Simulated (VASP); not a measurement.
CoSi2, 3 atoms in the cell. It takes space group R-3m (No. 166, trigonal). Conventional cell: a = 3.813 Å, b = 3.813 Å, c = 9.200 Å, α = 90.00°, β = 90.00°, γ = 120.00°. Within 3.0 Å of Co (site symmetry -3m) lie 8 Si at 2.30 to 2.33 Å. Si (site symmetry 3m) has 4 Co at 2.30 to 2.33 Å and 6 Si at 2.68 Å within 3.0 Å.  This cell differs from its parent crystal: equal xy, yz and zx shear strains of -1 %.

| Item | Value |
| --- | --- |
| Program | VASP 6.6.1 |
| Task | single point |
| Functional | PBEsol |
| Potentials or basis | VASP PAW PBE potentials, release 64 (Co, Si) |
| Cutoff | 520 eV |
| k mesh | 11 × 11 × 11 |
| Occupations | fermi-dirac, width 0.05 eV |
| Spin | collinear spin, ferromagnetic start |
| Starting moments | [2.0, 0.0, 0.0] μB |
| Dipole correction | no |
| Further INCAR settings | ALGO = Normal; EDIFF = 1e-06; NBANDS = 20 |

Potentials or basis: VASP PAW PBE potentials, release 64 (Co, Si).

Run with:

```sh
$ cat potpaw_PBE.64/Co/POTCAR potpaw_PBE.64/Si/POTCAR > POTCAR
$ mpirun -np 1 vasp_std > vasp.out
```

Hardware: 1 thread of Intel(R) Xeon(R) Platinum 8488C (Sapphire Rapids), on a shared host.

**Question.** How long does it take, and how much memory?

**Answer.** Wall time 120 s on 1 thread of Intel(R) Xeon(R) Platinum 8488C (Sapphire Rapids), with other jobs on the host, peak memory 0.29 GiB. Counts: scf iterations 14, k points 146.
